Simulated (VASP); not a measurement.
A run of VASP 6.6.1 is set up as follows.

INCAR

```
SYSTEM = Sb
  PREC = Accurate
  ENCUT = 600
  EDIFF = 1E-6
  ISMEAR = 0
  SIGMA = 0.1
  LREAL = .False.
  LASPH = .True.
  NELM = 60
  ALGO = Normal
  ISIF = 3
  LWAVE = .False.
  LCHARG = .False.
  GGA = PE
  IBRION = 2
  NSW = 90
  EDIFFG = -0.04
```

Contents of KPOINTS:

```
regular mesh
0
Gamma
  4 4 4
  0 0 0
```

The input POSCAR:

```
Sb
1.0
   -2.7911526100      2.7911526100      2.7911526100
    2.7911526100     -2.7911526100      2.7911526100
    2.7911526100      2.7911526100     -2.7911526100
Sb
3
Direct
    0.0000000000      0.5000000000      0.5000000000
    0.5000000000      0.0000000000      0.5000000000
    0.5000000000      0.5000000000      0.0000000000
```

Potentials or basis: VASP PAW PBE potentials, release 64 (Sb).

Run with:

```console
$ cat potpaw_PBE.64/Sb/POTCAR > POTCAR
$ mpirun -np 1 vasp_std > vasp.out
```

(1) Estimate the relaxed volume.

(2) Estimate the space group after relaxing (to 0.05 Å).

(3) Predict the relaxed cell.

## Answers

(1) 35.03 Å³/atom.

(2) Im-3m (No. 229).

(3) a = 5.149 Å, b = 5.149 Å, c = 5.149 Å, α = 109.47°, β = 109.47°, γ = 109.47°.

Caveat: the k points lie up to 0.37 Å⁻¹ apart in the final cell; the volume moved by over 15 % at a fixed basis, so the end points are rough.
